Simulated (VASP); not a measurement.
Au:

```
Au
1.0
     0.00000    2.07906    2.07906
     2.07906    0.00000    2.07906
     2.07906    2.07906    0.00000
Au
1
Direct
  0.00000 0.00000 0.00000
```

```yaml
Program: VASP 6.6.1
Task: relaxation of cell and atoms
Functional: LDA
Potentials_or_basis: VASP PAW LDA potentials, release 64 (Au)
Cutoff: 600 eV
k_mesh: 18 × 18 × 18
Occupations: gaussian, width 0.1 eV
Spin: no spin polarisation
```

At the start: pressure -12.0 GPa; volume 17.97 Å³/atom.

Where does the relaxation end?

Over 7 steps the energy falls by 54.2 meV/atom and the volume is 16.64 Å³/atom (-7.4 %); space group Fm-3m (No. 225, to 0.05 Å).

The path:
```csv
step,energy change (eV),largest force (eV/Å),pressure (GPa),volume (Å³)
1,0.0000,0.0000,-11.98,17.97
2,0.1252,0.0000,33.91,14.70
3,-0.0541,0.0000,-0.52,16.69
4,-0.0542,0.0000,-0.14,16.65
5,-0.0542,0.0000,0.16,16.62
6,-0.0542,0.0000,-0.20,16.66
7,-0.0542,0.0000,-0.02,16.64
```

Final structure:
```xyz
1
Lattice="0.0000 2.0263 2.0263 2.0263 0.0000 2.0263 2.0263 2.0263 0.0000" Properties=species:S:1:pos:R:3 pbc="T T T"
Au    0.0000    0.0000    0.0000
```
